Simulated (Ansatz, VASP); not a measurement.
One calculation of Mg5ZnO6, two programs

```xyz
12
Lattice="3.2678 0.0000 0.0000 0.0000 3.2678 0.0000 0.0000 0.0000 13.7795" Properties=species:S:1:pos:R:3 pbc="T T T"
Mg    0.0000    0.0000    0.0000
Mg    1.6339    1.6339    2.3008
Mg    0.0000    0.0000    4.6027
Mg    0.0000    0.0000    9.1769
Mg    1.6339    1.6339   11.4787
Zn    1.6339    1.6339    6.8898
O     1.6339    0.0000    1.1504
O     0.0000    1.6339    3.4515
O     1.6339    0.0000    5.7275
O     0.0000    1.6339    8.0520
O     1.6339    0.0000   10.3281
O     0.0000    1.6339   12.6292
```

Alike in both runs: functional PBE; k mesh 8 × 8 × 2; occupations gaussian, width 0.02 eV; no spin polarisation.

Ansatz relaxed the structure, and its values are those at the end. VASP's run is a single point on that final structure, the one shown.

```csv
,VASP,Ansatz
version,VASP 6.6.1,Ansatz 0.2.0
potentials or method,"VASP PAW PBE potentials, release 64 (Mg, Zn, O), cutoff 520 eV","scalar-relativistic, plane waves, PAW"
valence electrons in the cell,58,98
```

|  | VASP | Ansatz | Ansatz less VASP |
| --- | --- | --- | --- |
| gap on the k mesh at the Fermi level (eV) | 2.49 | 2.51 | +0.016 |
| least direct gap on the mesh (eV) | 2.49 | 2.51 | +0.016 |
| pressure (GPa) | -0.2 | 0.0 | +0.18 |
| rms of the force components (eV/Å) | 0.018 | 0.001 | -0.0175 |

VASP's potentials hold 58 valence electrons a cell and Ansatz's 98, so a difference there can come from the potentials and not from the codes.
